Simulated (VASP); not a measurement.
Set up this calculation in VASP 6.6.1, as the native input.

- Task: single point
- Functional: revPBE
- Dispersion: D3(BJ)
- Potentials or basis: VASP PAW PBE potentials, release 64 (Ag)
- Cutoff: 500 eV
- k mesh: 14 × 14 × 14
- Occupations: fermi-dirac, width 0.02 eV
- Spin: no spin polarisation
- Dipole correction: no
- Further INCAR settings: ALGO = Normal; EDIFF = 1e-06; NBANDS = 12

The structure of Ag lies in POSCAR:

```
Ag
1.0
    0.0000000000      2.0427500000      2.0427500000
    2.0427500000      0.0000000000      2.0427500000
    2.0427500000      2.0427500000      0.0000000000
Ag
1
Direct
    0.0000000000      0.0000000000      0.0000000000
```

One way to write it, as run:

INCAR

```
SYSTEM = Ag
PREC = Accurate ; ENCUT = 500
EDIFF = 1E-6 ; ISMEAR = -1
SIGMA = 0.02 ; LREAL = .False.
LASPH = .True. ; NELM = 120
ALGO = Normal ; ISIF = 2
LWAVE = .False. ; LCHARG = .True.
GGA = RE ; IVDW = 12
LELF = .True. ; LVHAR = .True.
NBANDS = 12 ; GGA_COMPAT = .False.
```

KPOINTS

```
Automatic mesh
0
Gamma
  14 14 14
  0 0 0
```

Potentials or basis: VASP PAW PBE potentials, release 64 (Ag).

Run with:

```console
$ cat potpaw_PBE.64/Ag/POTCAR > POTCAR
$ mpirun -np 1 vasp_std > vasp.out
```

It gave:

```json
{
 "Pressure": "-3.5 GPa",
 "Band gap on the k mesh": "zero (an odd number of electrons rules out a gap without spin polarisation)",
 "Dispersion energy per atom": "-1.126 eV"
}
```

Caveat: the cell stands under tension; the dispersion term is far too large for a dense solid, which distorts pressure and volume; the PAW data sets were made with another functional, which shifts forces and pressure a little.

Run time: 15 s on 1 thread of AMD EPYC 7R13 Processor (Zen 3), with other jobs on the host, peak memory 0.13 GiB.
